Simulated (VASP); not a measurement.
# CuSnF6 (R-3) in VASP: single point with LDA+U

Aim: the single point of CuSnF6 with LDA+U.

Program: VASP 6.6.1. These are calculated values, not measurements. Logs are shortened: lines on timing, memory, paths and dates and some standing lists are left out, and cuts for length are marked.

## Step 1: The cell of the first run

It takes space group R-3 (No. 148, trigonal). The conventional cell has a = 5.130 Å, b = 5.130 Å, c = 13.820 Å, α = 90.00°, β = 90.00°, γ = 120.00°. Cu (site symmetry -3) has 6 F at 2.33 Å within 3.1 Å. Sn (site symmetry -3) has 6 F at 1.96 Å within 2.6 Å. Within 2.6 Å of F (site symmetry 1) lie 1 Sn at 1.96 Å and 1 Cu at 2.33 Å and 1 F at 2.55 Å.

## Step 2: Single point, LDA+U, collinear spin, ferromagnetic start

INCAR reads:

```
SYSTEM = CuSnF6
PREC = Accurate
ENCUT = 520
EDIFF = 1E-6
ISMEAR = 0
SIGMA = 0.05
LREAL = .False.
LASPH = .True.
NELM = 150
ALGO = Normal
ISIF = 2
LWAVE = .False.
LCHARG = .False.
ISPIN = 2
MAGMOM = 0.71 0 0.06 0.06 0.06 0.06 0.06 0.06
LORBIT = 11
LMAXMIX = 4
LDAU = .True.
LDAUTYPE = 2
LDAUL = 2 -1 -1
LDAUU = 1 0 0
LDAUJ = 0 0 0
LDAUPRINT = 1
GGA = CA
NBANDS = 48
```

KPOINTS reads:

```
regular mesh
0
Gamma
  5 5 5
  0 0 0
```

POSCAR reads:

```
CuSnF6
1.0
    2.5650000200      1.4809034500      4.6066701600
   -2.5650000200      1.4809034500      4.6066701600
    0.0000000000     -2.9618069000      4.6066701600
Cu Sn F
1 1 6
Direct
    0.5000000000      0.5000000000      0.5000000000
    0.0000000000      0.0000000000      0.0000000000
    0.4210000000      0.8090000000      0.0190000000
    0.0190000000      0.4210000000      0.8090000000
    0.8090000000      0.0190000000      0.4210000000
    0.5790000000      0.1910000000      0.9810000000
    0.9810000000      0.5790000000      0.1910000000
    0.1910000000      0.9810000000      0.5790000000
```

Potentials or basis: VASP PAW LDA potentials, release 64 (Cu, Sn_d, F).

The run is started by

```sh
$ cat potpaw_LDA.64/Cu/POTCAR potpaw_LDA.64/Sn_d/POTCAR potpaw_LDA.64/F/POTCAR > POTCAR
$ mpirun -np 1 vasp_std > vasp.out
```

OUTCAR:

```text
SYSTEM = CuSnF6
   PREC = Accurate
   ENCUT = 520
   EDIFF = 1E-6
   ISMEAR = 0
   LREAL = .False.
   LASPH = .True.
   NELM = 150
   ISIF = 2
   ISPIN = 2
   LORBIT = 11
   GGA = CA

 ion  position               nearest neighbor table
   1  0.500  0.500  0.500-   3 2.33   6 2.33   4 2.33   7 2.33   5 2.33   8 2.33
   2  0.000  0.000  0.000-   5 1.96   8 1.96   7 1.96   4 1.96   3 1.96   6 1.96
   3  0.421  0.809  0.019-   2 1.96   1 2.33
   4  0.019  0.421  0.809-   2 1.96   1 2.33
   5  0.809  0.019  0.421-   2 1.96   1 2.33
   6  0.579  0.191  0.981-   2 1.96   1 2.33
   7  0.981  0.579  0.191-   2 1.96   1 2.33
   8  0.191  0.981  0.579-   2 1.96   1 2.33

  LATTYP: Found a trigonal (rhomboedric) cell.
 ALAT       =     5.4766513577
 COS(alpha) =     0.5612930131

  Lattice vectors:

 A1 = (   2.5650000200,   1.4809034500,   4.6066701600)
 A2 = (  -2.5650000200,   1.4809034500,   4.6066701600)
 A3 = (   0.0000000000,  -2.9618069000,   4.6066701600)

Analysis of symmetry for initial positions (statically):
=====================================================================
 Subroutine PRICEL returns:
 Original cell was already a primitive cell.

 Routine SETGRP: Setting up the symmetry group for a
 trigonal (rhombohedral) supercell.

 Subroutine GETGRP returns: Found  6 space group operations
 (whereof  6 operations were pure point group operations)
 out of a pool of 12 trial point group operations.

The static configuration has the point symmetry S_6 .

Analysis of symmetry for dynamics (positions and initial velocities):
=====================================================================
 Subroutine PRICEL returns:
 Original cell was already a primitive cell.

 Routine SETGRP: Setting up the symmetry group for a
 trigonal (rhombohedral) supercell.

 Subroutine GETGRP returns: Found  6 space group operations
 (whereof  6 operations were pure point group operations)
 out of a pool of 12 trial point group operations.

The dynamic configuration has the point symmetry S_6 .

Analysis of structural, dynamic, and magnetic symmetry:
=====================================================================
 Subroutine PRICEL returns:
 Original cell was already a primitive cell.

 Routine SETGRP: Setting up the symmetry group for a
 trigonal (rhombohedral) supercell.

 Subroutine GETGRP returns: Found  6 space group operations
 (whereof  6 operations were pure point group operations)
 out of a pool of 12 trial point group operations.

The overall configuration has the point symmetry S_6 .

 Subroutine INISYM returns: Found  6 space group operations
 (whereof  6 operations are pure point group operations),
 and found     1 'primitive' translations

----------------------------------------------------------------------------------------

                                     Primitive cell

  volume of cell :     104.9911

  direct lattice vectors                    reciprocal lattice vectors
     2.565000020  1.480903450  4.606670160     0.194931772  0.112543911  0.072358845
    -2.565000020  1.480903450  4.606670160    -0.194931772  0.112543911  0.072358845
     0.000000000 -2.961806900  4.606670160     0.000000000 -0.225087823  0.072358845

  length of vectors
     5.476651358  5.476651358  5.476651356     0.236432507  0.236432507  0.236432507

  position of ions in fractional coordinates (direct lattice)
     0.500000000  0.500000000  0.500000000
     0.000000000  0.000000000  0.000000000
     0.421000000  0.809000000  0.019000000
     0.019000000  0.421000000  0.809000000
     0.809000000  0.019000000  0.421000000
     0.579000000  0.191000000  0.981000000
     0.981000000  0.579000000  0.191000000
     0.191000000  0.981000000  0.579000000

  ion indices of the primitive-cell ions
[... 110 lines left out ...]
   AEXX    =    0.0000 exact exchange contribution
   IVDW    =     0    specifies the selected vdW correction
   LEPSILON=     F    determine dielectric tensor
   LRPA    =     F    only Hartree local field effects (RPA)
 spin polarized calculation
 Gauss-broadening in eV      SIGMA  =   0.05
  energy-cutoff  :      520.00
  volume of cell :      104.99
 maximum number of plane-waves:      2861
 NGX is ok and might be reduce to    42
   NGX = 21   NGY = 21   NGZ = 21

atom =   1  type =  1  l = 2

 onsite density matrix

spin component  1

  0.9733  0.0062 -0.0000 -0.0002 -0.0000
  0.0062  0.9747  0.0000  0.0000 -0.0002
 -0.0000  0.0000  0.9671  0.0000 -0.0000
 -0.0002  0.0000  0.0000  0.9747 -0.0062
 -0.0000 -0.0002 -0.0000 -0.0062  0.9733

spin component  2

  0.8427 -0.1496  0.0000  0.0196 -0.0000
 -0.1496  0.7819 -0.0000  0.0000  0.0196
  0.0000 -0.0000  0.9652 -0.0000 -0.0000
  0.0196  0.0000 -0.0000  0.7819  0.1496
 -0.0000  0.0196 -0.0000  0.1496  0.8427

 occupancies and eigenvectors

  o =  0.6584  v =  0.0000  0.0000  0.0000  0.0000  0.0000  0.6281  0.7738 -0.0000 -0.0000 -0.0823      0.0000  0.0000  0.0000  0.0000  0.0000  0.0000  0.0000  0.0000  0.0000  0.0000
  o =  0.6584  v =  0.0000  0.0000  0.0000  0.0000  0.0000  0.0823 -0.0000  0.0000 -0.7738  0.6281      0.0000  0.0000  0.0000  0.0000  0.0000  0.0000  0.0000  0.0000  0.0000  0.0000
  o =  0.9652  v =  0.0000  0.0000  0.0000  0.0000  0.0000  0.0000 -0.0000 -1.0000 -0.0000 -0.0000      0.0000  0.0000  0.0000  0.0000  0.0000  0.0000  0.0000  0.0000  0.0000  0.0000
  o =  0.9662  v =  0.0000  0.0000  0.0000  0.0000  0.0000  0.7672 -0.6334  0.0000  0.0000 -0.1006      0.0000  0.0000  0.0000  0.0000  0.0000  0.0000  0.0000  0.0000  0.0000  0.0000
  o =  0.9662  v =  0.0000  0.0000  0.0000  0.0000  0.0000 -0.1006 -0.0000  0.0000 -0.6334 -0.7672      0.0000  0.0000  0.0000  0.0000  0.0000  0.0000  0.0000  0.0000  0.0000  0.0000
  o =  0.9671  v =  0.0000 -0.0000 -1.0000 -0.0000 -0.0000  0.0000  0.0000  0.0000  0.0000  0.0000      0.0000  0.0000  0.0000  0.0000  0.0000  0.0000  0.0000  0.0000  0.0000  0.0000
  o =  0.9678  v =  0.7455 -0.6661  0.0000  0.0000 -0.0204  0.0000  0.0000  0.0000  0.0000  0.0000      0.0000  0.0000  0.0000  0.0000  0.0000  0.0000  0.0000  0.0000  0.0000  0.0000
  o =  0.9678  v = -0.0204 -0.0000  0.0000 -0.6661 -0.7455  0.0000  0.0000  0.0000  0.0000  0.0000      0.0000  0.0000  0.0000  0.0000  0.0000  0.0000  0.0000  0.0000  0.0000  0.0000
  o =  0.9803  v = -0.6659 -0.7458 -0.0000  0.0000  0.0182  0.0000  0.0000  0.0000  0.0000  0.0000      0.0000  0.0000  0.0000  0.0000  0.0000  0.0000  0.0000  0.0000  0.0000  0.0000
  o =  0.9803  v =  0.0182 -0.0000 -0.0000 -0.7458  0.6659  0.0000  0.0000  0.0000  0.0000  0.0000      0.0000  0.0000  0.0000  0.0000  0.0000  0.0000  0.0000  0.0000  0.0000  0.0000

 number of electron      66.9999996 magnetization       1.0003193

 Free energy of the ion-electron system (eV)
  ---------------------------------------------------
  ext. energy  EPLUGINS =         0.00000000
  ---------------------------------------------------
  free energy    TOTEN  =       -36.99789059 eV

  energy without entropy =      -36.97845184  energy(sigma->0) =      -36.98817121

 E-fermi :  -0.5451     XC(G=0): -10.4377

 val. band max:       -0.5454365213   @ k =  -0.2000   0.2000   0.2000
 cond. band min:      -0.5427672956   @ k =  -0.4000   0.4000   0.0000
 fundamental gap:      0.0026692256
 Fermi energy:        -0.5450733015

 spin component 1

 k-point     1 :       0.0000    0.0000    0.0000
  band No.  band energies     occupation
      1     -21.9235      1.00000
      2     -21.9235      1.00000
      3     -21.7826      1.00000
      4     -20.8936      1.00000
      5     -20.7487      1.00000
      6     -20.7487      1.00000
[... 1093 lines left out ...]
     44      14.3223      0.00000
     45      14.9128      0.00000
 Fermi energy:        -0.5450733015

 spin component 2

 k-point     1 :       0.0000    0.0000    0.0000
  band No.  band energies     occupation
      1     -21.8603      1.00000
      2     -21.8603      1.00000
      3     -21.6941      1.00000
      4     -20.7972      1.00000
      5     -20.6513      1.00000
      6     -20.6513      1.00000
[... 1093 lines left out ...]
     44      14.3402      0.00000
     45      14.9484      0.00000
 [bands above 45 left out]

------------------------ aborting loop because EDIFF is reached ----------------------------------------

  FORCE on cell =-STRESS in cart. coord.  units (eV):
  Direction    XX          YY          ZZ          XY          YZ          ZX
  --------------------------------------------------------------------------------------
  -------------------------------------------------------------------------------------
  Total       -5.6557444     -5.6557444     -2.3521826      0.0000000     -0.0000000      0.0000000
  in kB      -86.3073675    -86.3073673    -35.8946013      0.0000002     -0.0000000      0.0000000
  external PRESSURE =     -69.5031120 kB  Pullay stress =       0.0000000 kB

 VOLUME and BASIS-vectors are now :
 -----------------------------------------------------------------------------
  energy-cutoff  :      520.00
  volume of cell :      104.99
      direct lattice vectors                 reciprocal lattice vectors
     2.565000020  1.480903450  4.606670160     0.194931772  0.112543911  0.072358845
    -2.565000020  1.480903450  4.606670160    -0.194931772  0.112543911  0.072358845
     0.000000000 -2.961806900  4.606670160     0.000000000 -0.225087823  0.072358845

 POSITION                                       TOTAL-FORCE (eV/Angst)
 -----------------------------------------------------------------------------------
      0.00000      0.00000      6.91001         0.000000      0.000000     -0.000000
      0.00000      0.00000      0.00000         0.000000      0.000000     -0.000000
     -0.99522      1.76524      5.75373         0.778134     -1.137736      0.466067
     -1.03113     -1.74450      5.75373         0.596241      1.242752      0.466067
      2.02635     -0.02073      5.75373        -1.374376     -0.105016      0.466067
      0.99522     -1.76524      8.06628        -0.778134      1.137736     -0.466067
      1.03113      1.74450      8.06628        -0.596241     -1.242752     -0.466067
     -2.02635      0.02073      8.06628         1.374376      0.105016     -0.466067
 -----------------------------------------------------------------------------------
    total drift:                                0.000000     -0.000000      0.000000

  FREE ENERGIE OF THE ION-ELECTRON SYSTEM (eV)
  ---------------------------------------------------
  free  energy   TOTEN  =       -36.9978905879 eV

  energy  without entropy=      -36.9784518412  energy(sigma->0) =      -36.98817121

 total charge

# of ion       s       p       d       tot
------------------------------------------
    1        0.174   0.125   9.063   9.362
    2        0.858   1.109  10.463  12.430
    3        1.736   4.297   0.000   6.032
    4        1.736   4.297   0.000   6.032
    5        1.736   4.297   0.000   6.032
    6        1.736   4.297   0.000   6.032
    7        1.736   4.297   0.000   6.032
    8        1.736   4.297   0.000   6.032
--------------------------------------------------
tot         11.446  27.013  19.527  57.986

 magnetization (x)

# of ion       s       p       d       tot
------------------------------------------
    1       -0.001  -0.001   0.649   0.647
    2       -0.002  -0.003   0.002  -0.003
    3        0.000   0.055   0.000   0.056
    4        0.000   0.055   0.000   0.056
    5        0.000   0.055   0.000   0.056
    6        0.000   0.055   0.000   0.056
    7        0.000   0.055   0.000   0.056
    8        0.000   0.055   0.000   0.056
--------------------------------------------------
tot         -0.001   0.328   0.651   0.978
```

Run time: 4 min. Hardware: 1 thread of AMD EPYC 9R14 (Zen 4), shared host; peak memory 0.3 GiB.

What came out:

```
Free energy                                           : -36.9979 eV
Pressure                                              : -7.0 GPa
Largest force                                         : 1.455 eV/Å
Band gap on the k mesh                                : zero (filled and empty bands overlap)
Net moment                                            : 1.00 μB per cell
Site moments                                          : Cu +0.65; Sn -0.00; F +0.06 μB
Valence electrons inside the program's atomic spheres : Cu 9.36; Sn 12.43; F 6.03
```

Forces in eV/Å, atoms in the order of the input:
```
Cu   0.000  0.000  0.000
Sn   0.000  0.000  0.000
F    0.778 -1.138  0.466
F    0.596  1.243  0.466
F   -1.374 -0.105  0.466
F   -0.778  1.138 -0.466
F   -0.596 -1.243 -0.466
F    1.374  0.105 -0.466
```

Eigenvalues of the final occupation matrices:
| site | spin | trace | eigenvalues |
| --- | --- | --- | --- |
| site 1 d | 1 | 4.86 | 0.97 0.97 0.97 0.98 0.98 |
| site 1 d | 2 | 4.21 | 0.66 0.66 0.97 0.97 0.97 |

Caveat: spin-orbit coupling is left out, which moves the levels of the heavy elements; a cell with one magnetic atom can't hold antiferromagnetic order, which such compounds often take; forces of over 1 eV/Å act on the atoms, so gaps and moduli don't describe the material at rest. The state reached can hang on the start; a lower one may exist.
